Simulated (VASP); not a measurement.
# Cd5Te2Se3 (I-4m2) in VASP: single point with PBE

Aim: the single point of Cd5Te2Se3 with PBE.

All numbers are computed with VASP 6.6.1; they aren't measurements. Logs are shortened: lines on timing, memory, paths and dates and some standing lists are left out, and cuts for length are marked.

### Step 1. The cell of the first run

It takes space group I-4m2 (No. 119, tetragonal). Conventional cell: a = 4.496 Å, b = 4.496 Å, c = 31.721 Å, α = 90.00°, β = 90.00°, γ = 90.00°. Within 3.6 Å of Cd (site symmetry 2mm) lie 2 Se at 2.70 Å and 2 Te at 2.83 Å. Within 3.6 Å of Cd (site symmetry 2mm) lie 2 Se at 2.70 Å and 2 Te at 2.83 Å. Cd (site symmetry -4m2) has 4 Se at 2.70 Å within 3.6 Å. Within 3.7 Å of Te (site symmetry 2mm) lie 4 Cd at 2.83 Å. Se (site symmetry -4m2) has 4 Cd at 2.70 Å within 3.6 Å. Within 3.6 Å of Se (site symmetry 2mm) lie 4 Cd at 2.70 Å.

### Step 2. Single point, PBE

INCAR reads:

```
SYSTEM = Cd5Te2Se3
PREC = Accurate ; ENCUT = 520
EDIFF = 1E-6 ; ISMEAR = 0
SIGMA = 0.1 ; LREAL = .False.
LASPH = .True. ; NELM = 60
ALGO = Normal ; ISIF = 2
LWAVE = .False. ; LCHARG = .True.
GGA = PE ; LELF = .True.
LVHAR = .True. ; NBANDS = 56
```

KPOINTS reads:

```
Automatic mesh
0
Gamma
  6 6 6
  0 0 0
```

POSCAR reads:

```
Cd5Te2Se3
1.0
   -2.2480837263      2.2480837263     15.8602687390
    2.2480837263     -2.2480837263     15.8602687390
    2.2480837263      2.2480837263    -15.8602687390
Cd Te Se
5 2 3
Direct
    0.7026320562      0.7026320562      0.0000000000
    0.2973679438      0.2973679438      0.0000000000
    0.9058423600      0.9058423600      0.0000000000
    0.5000000000      0.5000000000      0.0000000000
    0.0941576400      0.0941576400      0.0000000000
    0.8516145423      0.3516145423      0.5000000000
    0.6483854577      0.1483854577      0.5000000000
    0.2500000000      0.7500000000      0.5000000000
    0.4530077153      0.9530077153      0.5000000000
    0.0469922847      0.5469922847      0.5000000000
```

Potentials or basis: VASP PAW PBE potentials, release 64 (Cd, Te, Se).

Command:

```bash
$ cat potpaw_PBE.64/Cd/POTCAR potpaw_PBE.64/Te/POTCAR potpaw_PBE.64/Se/POTCAR > POTCAR
$ mpirun -np 1 vasp_std > vasp.out
```

OUTCAR:

```text
SYSTEM = Cd5Te2Se3
   PREC = Accurate
   ENCUT = 520
   EDIFF = 1E-6
   ISMEAR = 0
   LREAL = .False.
   LASPH = .True.
   NELM = 60
   ISIF = 2
   GGA = PE

 ion  position               nearest neighbor table
   1  0.703  0.703  0.000-   8 2.70   8 2.70   7 2.83   7 2.83
   2  0.297  0.297  0.000-   8 2.70   8 2.70   6 2.83   6 2.83
   3  0.906  0.906  0.000-   9 2.70   9 2.70   6 2.83   6 2.83
   4  0.500  0.500  0.000-   9 2.70  10 2.70  10 2.70   9 2.70
   5  0.094  0.094  0.000-  10 2.70  10 2.70   7 2.83   7 2.83
   6  0.852  0.352  0.500-   3 2.83   3 2.83   2 2.83   2 2.83
   7  0.648  0.148  0.500-   5 2.83   5 2.83   1 2.83   1 2.83
   8  0.250  0.750  0.500-   2 2.70   1 2.70   2 2.70   1 2.70
   9  0.453  0.953  0.500-   4 2.70   4 2.70   3 2.70   3 2.70
  10  0.047  0.547  0.500-   4 2.70   4 2.70   5 2.70   5 2.70

  LATTYP: Found a body centered tetragonal cell.
 ALAT       =     4.4961674526
 C/A-ratio  =     7.0550169255

  Lattice vectors:

 A1 = (  -2.2480837263,   2.2480837263,  15.8602687390)
 A2 = (   2.2480837263,  -2.2480837263,  15.8602687390)
 A3 = (   2.2480837263,   2.2480837263, -15.8602687390)

Analysis of symmetry for initial positions (statically):
=====================================================================
 Subroutine PRICEL returns:
 Original cell was already a primitive cell.

 Routine SETGRP: Setting up the symmetry group for a
 body centered tetragonal supercell.

 Subroutine GETGRP returns: Found  8 space group operations
 (whereof  8 operations were pure point group operations)
 out of a pool of 16 trial point group operations.

The static configuration has the point symmetry D_2d.

Analysis of symmetry for dynamics (positions and initial velocities):
=====================================================================
 Subroutine PRICEL returns:
 Original cell was already a primitive cell.

 Routine SETGRP: Setting up the symmetry group for a
 body centered tetragonal supercell.

 Subroutine GETGRP returns: Found  8 space group operations
 (whereof  8 operations were pure point group operations)
 out of a pool of 16 trial point group operations.

The dynamic configuration has the point symmetry D_2d.

 Subroutine INISYM returns: Found  8 space group operations
 (whereof  8 operations are pure point group operations),
 and found     1 'primitive' translations

----------------------------------------------------------------------------------------
[... 118 lines left out ...]
   TEBEG  =    0.0;   TEEND  =   0.0 temperature during run
   PSTRESS=    0.0 pullay stress
   NELECT =      90.0000    total number of electrons
   NUPDOWN=      -1.0000    fix difference up-down
   EMIN   =  10.00;   EMAX   =-10.00  energy-range for DOS
   EFERMI =   0.00;   METHOD = LEGACY
   ISMEAR =     0;   SIGMA  =   0.10  broadening in eV -4-tet -1-fermi 0-gaus
   EFERMI_NEDOS =   21; number of points for ismear=-14 and -15
   IALGO  =     38    algorithm
   IMIX   =      4    mixing-type and parameters
     AMIX     =   0.40;   BMIX     =  1.00
     AMIX_MAG =   1.60;   BMIX_MAG =  1.00
  volume/ion in A,a.u.               =      32.06       216.37
  Fermi-wavevector in a.u.,A,eV,Ry     =   1.071907  2.025611 15.632889  1.148985
  Thomas-Fermi vector in A             =   2.207661
   LORBIT       =      0    0 simple, 1 ext, 2 COOP (PROOUT), +10 PAW based schemes
   GGA     = PE    functional components
   LHFCALC =     F    Hartree Fock is set to
   AEXX    =    0.0000 exact exchange contribution
   IVDW    =     0    specifies the selected vdW correction
   LEPSILON=     F    determine dielectric tensor
   LRPA    =     F    only Hartree local field effects (RPA)
 non-spin polarized calculation
 Gauss-broadening in eV      SIGMA  =   0.10
  energy-cutoff  :      520.00
  volume of cell :      320.62
 maximum number of plane-waves:      8687
   NGX = 61   NGY = 61   NGZ = 61

 number of electron      90.0000007 magnetization

 Free energy of the ion-electron system (eV)
  ---------------------------------------------------
  ext. energy  EPLUGINS =         0.00000000
  ---------------------------------------------------
  free energy    TOTEN  =       -25.99484242 eV

  energy without entropy =      -25.99482192  energy(sigma->0) =      -25.99483217

 E-fermi :   1.4398     XC(G=0):  -8.5319

 val. band max:        1.2258288585   @ k =   0.0000   0.0000   0.0000
 cond. band min:       1.6225673429   @ k =   0.0000   0.0000   0.0000
 fundamental gap:      0.3967384843
 Fermi energy:         1.4398164045

 k-point     1 :       0.0000    0.0000    0.0000
  band No.  band energies     occupation
      1     -11.1708      2.00000
      2     -11.0615      2.00000
      3     -10.9537      2.00000
      4      -9.3547      2.00000
      5      -9.3452      2.00000
      6      -6.7799      2.00000
[... 1405 lines left out ...]
     55       6.3485      0.00000
     56       6.7098      0.00000

 [... further k-points ...]

------------------------ aborting loop because EDIFF is reached ----------------------------------------

  FORCE on cell =-STRESS in cart. coord.  units (eV):
  Direction    XX          YY          ZZ          XY          YZ          ZX
  --------------------------------------------------------------------------------------
  -------------------------------------------------------------------------------------
  Total        0.8732138      0.8732138      0.7468170      0.0000000      0.0000000     -0.0000000
  in kB        4.3635069      4.3635069      3.7318939      0.0000000      0.0000000     -0.0000000
  external PRESSURE =       4.1529693 kB  Pullay stress =       0.0000000 kB

 VOLUME and BASIS-vectors are now :
 -----------------------------------------------------------------------------
  energy-cutoff  :      520.00
  volume of cell :      320.62
      direct lattice vectors                 reciprocal lattice vectors
    -2.248083726  2.248083726 15.860268739     0.000000000  0.222411645  0.031525317
     2.248083726 -2.248083726 15.860268739     0.222411645  0.000000000  0.031525317
     2.248083726  2.248083726-15.860268739     0.222411645  0.222411645  0.000000000

 POSITION                                       TOTAL-FORCE (eV/Angst)
 -----------------------------------------------------------------------------------
      0.00000      0.00000     22.28787         0.000000      0.000000     -0.008141
      0.00000      0.00000      9.43267        -0.000000      0.000000      0.008141
      0.00000      0.00000     28.73381        -0.000000      0.000000     -0.010068
      0.00000      0.00000     15.86027        -0.000000      0.000000      0.000000
      0.00000      0.00000      2.98673         0.000000      0.000000      0.010068
      0.00000      2.24808     11.15340        -0.000000      0.000000     -0.004784
      0.00000      2.24808      4.70687        -0.000000      0.000000      0.004784
      2.24808      0.00000      7.93013        -0.000000      0.000000      0.000000
      2.24808      0.00000     14.36965         0.000000     -0.000000      0.011082
      2.24808      0.00000      1.49062         0.000000     -0.000000     -0.011082
 -----------------------------------------------------------------------------------
    total drift:                               -0.000002      0.000002      0.000000

  FREE ENERGIE OF THE ION-ELECTRON SYSTEM (eV)
  ---------------------------------------------------
  free  energy   TOTEN  =       -25.9948424194 eV

  energy  without entropy=      -25.9948219193  energy(sigma->0) =      -25.99483217
```

OSZICAR:

```text
N       E                     dE             d eps       ncg     rms          rms(c)
DAV:   1     0.610144606300E+03    0.61014E+03   -0.41023E+04  3368   0.142E+03
DAV:   2     0.120067680313E+02   -0.59814E+03   -0.58051E+03  3728   0.341E+02
DAV:   3    -0.270515541475E+02   -0.39058E+02   -0.38794E+02  3920   0.842E+01
DAV:   4    -0.276481911060E+02   -0.59664E+00   -0.59591E+00  3888   0.943E+00
DAV:   5    -0.276561681484E+02   -0.79770E-02   -0.79766E-02  4072   0.100E+00    0.119E+01
DAV:   6    -0.260584133375E+02    0.15978E+01   -0.34652E+00  3888   0.114E+01    0.963E+00
DAV:   7    -0.260079929354E+02    0.50420E-01   -0.15196E+00  3704   0.411E+00    0.320E+00
DAV:   8    -0.259928831063E+02    0.15110E-01   -0.17653E-01  3704   0.274E+00    0.689E-01
DAV:   9    -0.259943980146E+02   -0.15149E-02   -0.26791E-02  3776   0.109E+00    0.248E-01
DAV:  10    -0.259945277397E+02   -0.12973E-03   -0.17423E-03  3792   0.309E-01    0.156E-01
DAV:  11    -0.259948747758E+02   -0.34704E-03   -0.10258E-03  3752   0.147E-01    0.476E-02
DAV:  12    -0.259948161304E+02    0.58645E-04   -0.31692E-04  3736   0.118E-01    0.277E-02
DAV:  13    -0.259948208757E+02   -0.47452E-05   -0.26962E-05  3752   0.232E-02    0.167E-02
DAV:  14    -0.259948410232E+02   -0.20147E-04   -0.26440E-05  3664   0.245E-02    0.132E-02
DAV:  15    -0.259948424312E+02   -0.14080E-05   -0.26276E-06  3216   0.672E-03    0.726E-03
DAV:  16    -0.259948424194E+02    0.11768E-07   -0.10242E-06  2560   0.448E-03
   1 F= -.25994842E+02 E0= -.25994832E+02  d E =-.205001E-04
```

Wall time 1.7 h (1 thread of Intel Xeon Platinum 8488C (Sapphire Rapids), shared host); peak memory 2.7 GiB.

What came out:

* Free energy: -25.9948 eV
* Pressure: 0.4 GPa
* Largest force: 0.011 eV/Å
* Band gap on the k mesh: 0.40 eV

Forces in eV/Å, atoms in the order of the input:
```
Cd   0.000  0.000 -0.008
Cd   0.000  0.000  0.008
Cd   0.000  0.000 -0.010
Cd   0.000  0.000  0.000
Cd   0.000  0.000  0.010
Te   0.000  0.000 -0.005
Te   0.000  0.000  0.005
Se   0.000  0.000  0.000
Se   0.000  0.000  0.011
Se   0.000  0.000 -0.011
```

Levels at points of the mesh, in eV from the valence-band top:
| k point | band 43 | band 44 | band 45 | band 46 | band 47 | band 48 |
| --- | --- | --- | --- | --- | --- | --- |
| (0.00, 0.00, 0.00) | -0.10 | 0.00 | 0.00 | 0.40 | 2.49 | 2.56 |
| (0.50, 0.00, 0.00) | -0.77 | -0.34 | -0.32 | 1.84 | 2.36 | 2.56 |
| (0.50, 0.50, 0.00) | -1.81 | -1.75 | -1.63 | 2.91 | 3.15 | 3.33 |
| (0.50, 0.50, 0.50) | -0.26 | -0.13 | -0.13 | 1.40 | 1.43 | 2.99 |

Caveat: spin-orbit coupling is left out, which moves the levels of the heavy elements.
